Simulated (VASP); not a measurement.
Input of a VASP 6.6.1 run:

The input INCAR:

```
PREC = Accurate ; ENCUT = 520
EDIFF = 1E-7 ; ISMEAR = 0
SIGMA = 0.15 ; LREAL = F
LASPH = T ; NELM = 80
ALGO = Fast ; ISIF = 2
LWAVE = F ; LCHARG = F
GGA = PE ; NBANDS = 12
```

File KPOINTS:

```
regular mesh
0
Gamma
  18 18 18
```

The input POSCAR:

```
In
1.0
   -1.7177366470      1.7177366470      2.5038039644
    1.7177366470     -1.7177366470      2.5038039644
    1.6724772910      1.6724772910     -2.5038039644
In
1
Direct
    0.0000000000      0.0000000000      0.0000000000
```

Potentials or basis: VASP PAW PBE potentials, release 64 (In_d).

Command:

```sh
$ cat potpaw_PBE.64/In_d/POTCAR > POTCAR
$ mpirun -np 1 vasp_std > vasp.out
```

**Question.** Estimate the pressure.

**Answer.** -1.5 GPa.

**Question.** What does it give for the band gap on the k mesh?

**Answer.** Zero (an odd number of electrons rules out a gap without spin polarisation).

Stress tensor (GPa, compression positive):
```
-1.45  0.10  0.00
 0.10 -1.45  0.00
 0.00  0.00 -1.54
```

Caveat: the cell differs from its parent crystal (engineering shear strain xy -0.0267, normal strain along z +0.0467); spin-orbit coupling is left out, which moves the levels of the heavy elements.
